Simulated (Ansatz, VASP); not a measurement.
## C: VASP beside Ansatz

```xyz
2
Lattice="0.0000 2.1341 3.3591 1.2321 0.0000 3.3591 1.2321 2.1341 0.0000" Properties=species:S:1:pos:R:3 pbc="T T T"
C     1.2321    0.7114    3.3591
C     1.2321    3.5568    3.3591
```

Change from the starting cell: volume scaled by 1.01, crystal datasets.

Alike in both runs: task electric field gradients; functional PBE; k mesh 18 × 18 × 18; occupations fermi-dirac, width 0.05 eV; no spin polarisation.

```csv
,VASP,Ansatz
version,VASP 6.6.1,Ansatz 0.2.0
potentials or method,"VASP PAW PBE potentials, release 64 (C), cutoff 520 eV","all-electron PAW with datasets made for the crystal, scalar-relativistic"
```

|  | VASP | Ansatz | Ansatz less VASP |
| --- | --- | --- | --- |
| pressure (GPa) | 2.2 | 1.7 | -0.52 |
| traceless stress, the component that is largest in VASP (GPa) | 1.52 | 2.12 | +0.601 |
| size of Vzz on the site where it differs most (V/Å²) | 30.5 | 25.4 | -5.11 |

Ansatz ran all-electron here, and VASP with PAW potentials.
